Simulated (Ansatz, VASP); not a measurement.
# One calculation of SnS2, two programs

The input INCAR:

```
SYSTEM = SnS2
PREC     = Accurate       ! precision mode
ENCUT    = 500            ! plane-wave cutoff, eV
EDIFF    = 1E-6           ! SCF threshold, eV
ISMEAR   = 0              ! smearing method
SIGMA    = 0.1            ! smearing width, eV
LREAL    = .False.        ! projectors in reciprocal space
LASPH    = .True.         ! aspherical terms in the spheres
NELM     = 120            ! most SCF steps
ALGO     = Normal         ! electronic algorithm
ISIF     = 2              ! what is computed and relaxed
LWAVE    = .False.        ! write WAVECAR
LCHARG   = .False.        ! write CHGCAR
GGA      = PE             ! functional
NBANDS   = 20             ! bands
GGA_COMPAT= .False.
```

Contents of KPOINTS:

```
regular mesh
0
Gamma
  6 6 4
  0 0 0
```

POSCAR

```
SnS2
1.0
    3.6743056006      0.0000000000      0.0000000000
   -1.8371528003      3.1820419914      0.0000000000
    0.0000000000      0.0000000000      6.2288318400
Sn S
1 2
Direct
    0.0000000000      0.0000000000      0.0000000000
    0.3333333333      0.6666666667      0.2346534700
    0.6666666667      0.3333333333      0.7653465300
```

Input for Ansatz:

```yaml
crystal:
  lattice:
    - [3.6743056006, 0.0, 0.0]
    - [-1.8371528003, 3.1820419914, 0.0]
    - [0.0, 0.0, 6.22883184]
  atoms:
    - { symbol: Sn, position: [0.0, 0.0, 0.0] }
    - { symbol: S, position: [0.3333333333, 0.6666666667, 0.23465347] }
    - { symbol: S, position: [0.6666666667, 0.3333333333, 0.76534653] }
basis:
  ecutwfc: 530
kpoints:
  mp_grid: { grid: [6, 6, 4] }
hamiltonian:
  xc: pbe
scf:
  occupations: { method: gaussian, width: 0.1 }
  mixing: { algorithm: broyden, ndim: 4, preconditioner: ldos }
  initial_density: { chi_scale: 0, normalization: atom }
  max_iter: 57
output:
  forces: true
  stress: true
  eigenvalues: true
```

Alike in both runs: task single point; functional PBE; k mesh 6 × 6 × 4; occupations gaussian, width 0.1 eV; no spin polarisation.

```csv
,VASP,Ansatz
version,VASP 6.6.1,Ansatz 0.2.0
potentials or method,"VASP PAW PBE potentials, release 64 (Sn_d, S), cutoff 500 eV","scalar-relativistic, plane waves, PAW"
valence electrons in the cell,26,26
```

|  | VASP | Ansatz | Ansatz less VASP |
| --- | --- | --- | --- |
| gap on the k mesh at the Fermi level (eV) | 1.60 | 1.61 | +0.003 |
| least direct gap on the mesh (eV) | 1.89 | 1.89 | +0.001 |
| pressure (GPa) | 2.1 | 2.2 | +0.09 |
| traceless stress, the component that is largest in VASP (GPa) | 0.11 | 0.09 | -0.025 |
| rms of the force components (eV/Å) | 0.109 | 0.111 | +0.0024 |

Atom by atom the forces differ by 0.002 eV/Å (rms over components). The functional is the same, so the differences come from potentials, cutoffs and numerics.
